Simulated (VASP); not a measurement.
Here is a VASP 6.6.1 calculation.

INCAR

```
PREC = Accurate
ENCUT = 600
EDIFF = 1E-6
ISMEAR = 0
SIGMA = 0.02
LREAL = False
LASPH = True
NELM = 60
ALGO = Normal
ISIF = 3
LWAVE = False
LCHARG = False
GGA = PE
IVDW = 12
IBRION = 2
NSW = 70
EDIFFG = -0.005
```

KPOINTS

```
regular mesh
0
Gamma
  6 6 6
```

POSCAR

```
CsPbBr3
1.0
    5.9981178917      0.0000000000      0.0000000000
    0.0000000000      5.9981178917      0.0000000000
    0.0000000000      0.0000000000      5.9981178917
Cs Pb Br
1 1 3
Direct
    0.0000000000      0.0000000000      0.0000000000
    0.5000000000      0.5000000000      0.5000000000
    0.0000000000      0.5000000000      0.5000000000
    0.5000000000      0.0000000000      0.5000000000
    0.5000000000      0.5000000000      0.0000000000
```

Potentials or basis: VASP PAW PBE potentials, release 64 (Cs_sv, Pb_d, Br).

The run is started by

```bash
$ cat potpaw_PBE.64/Cs_sv/POTCAR potpaw_PBE.64/Pb_d/POTCAR potpaw_PBE.64/Br/POTCAR > POTCAR
$ mpirun -np 1 vasp_std > vasp.out
```

Q: Estimate the band gap on the k mesh.

A: 1.64 eV.

Q: What does it give for the space group after relaxing (to 0.1 Å)?

A: Pm-3m (No. 221).

The path:
| step | energy change (eV) | largest force (eV/Å) | pressure (GPa) | volume (Å³) |
| --- | --- | --- | --- | --- |
| 1 | 0.0000 | 0.0000 | -0.72 | 215.80 |
| 2 | -0.0173 | 0.0000 | -0.19 | 209.78 |
| 3 | -0.0185 | 0.0000 | -0.01 | 207.91 |

Caveat: spin-orbit coupling is left out, which moves the levels of the heavy elements. A k mesh can miss the band edges.
